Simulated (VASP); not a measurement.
A run of VASP 6.6.1:

The input INCAR:

```
ALGO = Fast ; EDIFF = 1E-7
ENCUT = 520 ; GGA = PS
ISIF = 2 ; ISMEAR = 0
LASPH = True ; LCHARG = False
LREAL = False ; LWAVE = False
NBANDS = 50 ; NELM = 60
PREC = Accurate ; SIGMA = 0.15
```

The input KPOINTS:

```
k-points
0
Gamma
  12 12 10
```

Contents of POSCAR:

```
Ti3Si
1.0
    5.5838061708      0.0000000000      0.0000000000
   -2.7919030854      4.8357179938      0.0000000000
    0.0000000000      0.0000000000      4.2495539770
Ti Si
6 2
Direct
    0.3431759318      0.1715879659      0.7500000000
    0.8284120341      0.1715879659      0.7500000000
    0.8284120341      0.6568240682      0.7500000000
    0.6568240682      0.8284120341      0.2500000000
    0.1715879659      0.8284120341      0.2500000000
    0.1715879659      0.3431759318      0.2500000000
    0.3333333333      0.6666666667      0.7500000000
    0.6666666667      0.3333333333      0.2500000000
```

Potentials or basis: VASP PAW PBE potentials, release 64 (Ti_sv, Si).

Command:

```console
$ cat potpaw_PBE.64/Ti_sv/POTCAR potpaw_PBE.64/Si/POTCAR > POTCAR
$ mpirun -np 1 vasp_std > vasp.out
```

Hardware: 1 thread of Intel(R) Xeon(R) 6975P-C (Granite Rapids), with other jobs on the host.

Estimate the wall time of this run.

It took 27 min on 1 thread of Intel(R) Xeon(R) 6975P-C (Granite Rapids) (shared host), peak memory 0.56 GiB. Counts: scf iterations 49, k points 114.
